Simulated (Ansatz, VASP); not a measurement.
## Two plane-wave programs on GaN

The input INCAR:

```
SYSTEM = GaN
PREC     = Accurate       ! precision mode
ENCUT    = 520            ! plane-wave cutoff, eV
EDIFF    = 1E-6           ! SCF threshold, eV
ISMEAR   = 0              ! smearing method
SIGMA    = 0.02           ! smearing width, eV
LREAL    = .FALSE.        ! projectors in reciprocal space
LASPH    = .TRUE.         ! aspherical terms in the spheres
NELM     = 60             ! most SCF steps
ALGO     = Normal         ! electronic algorithm
ISIF     = 2              ! what is computed and relaxed
LWAVE    = .FALSE.        ! write WAVECAR
LCHARG   = .FALSE.        ! write CHGCAR
GGA      = PS             ! functional
NBANDS   = 26             ! bands
```

KPOINTS

```
regular mesh
0
G
  12 12 6
  0 0 0
```

Contents of POSCAR:

```
GaN
1.0
    3.1825784871      0.0000000000      0.0000000000
   -1.5912892436      2.7561938193      0.0000000000
    0.0000000000      0.0000000000      5.1854260757
Ga N
2 2
Direct
    0.3333333333      0.6666666667     -0.0008058930
    0.6666666667      0.3333333333      0.4991941070
    0.3333333333      0.6666666667      0.3758058930
    0.6666666667      0.3333333333      0.8758058930
```

Input for Ansatz:

```yaml
crystal:
  lattice:
    - [3.1825784921, 0.0, 0.0]
    - [-1.5912892461, 2.7561938237, 0.0]
    - [0.0, 0.0, 5.1854260731]
  atoms:
    - { symbol: Ga, position: [0.3333333333, 0.6666666667, -0.0008058932] }
    - { symbol: Ga, position: [0.6666666667, 0.3333333333, 0.4991941068] }
    - { symbol: "N", position: [0.3333333333, 0.6666666667, 0.3758058932] }
    - { symbol: "N", position: [0.6666666667, 0.3333333333, 0.8758058932] }
basis:
  ecutwfc: 420
kpoints:
  mp_grid: { grid: [12, 12, 6] }
  band_path: { path: [VBM, CBM], npoints: 2 }
hamiltonian:
  xc: pbesol
scf:
  occupations: { method: gaussian, width: 0.02 }
output:
  forces: true
  stress: true
  eigenvalues: true
```

Alike in both runs: task single point; functional PBEsol; k mesh 12 × 12 × 6; occupations gaussian, width 0.02 eV; no spin polarisation.

```csv
,VASP,Ansatz
version,VASP 6.6.1,Ansatz 0.2.0
potentials or method,"VASP PAW PBE potentials, release 64 (Ga_d, N), cutoff 520 eV","scalar-relativistic, plane waves, PAW"
valence electrons in the cell,36,36
```

```tsv
	VASP	Ansatz	Ansatz less VASP
gap on the k mesh at the Fermi level (eV)	1.89	1.88	-0.018
least direct gap on the mesh (eV)	1.89	1.88	-0.018
pressure (GPa)	-0.1	0.0	+0.13
```

VASP's potentials were made for PBE, not for PBEsol. With one functional, cell and mesh, what is left measures potentials, basis and numerics.
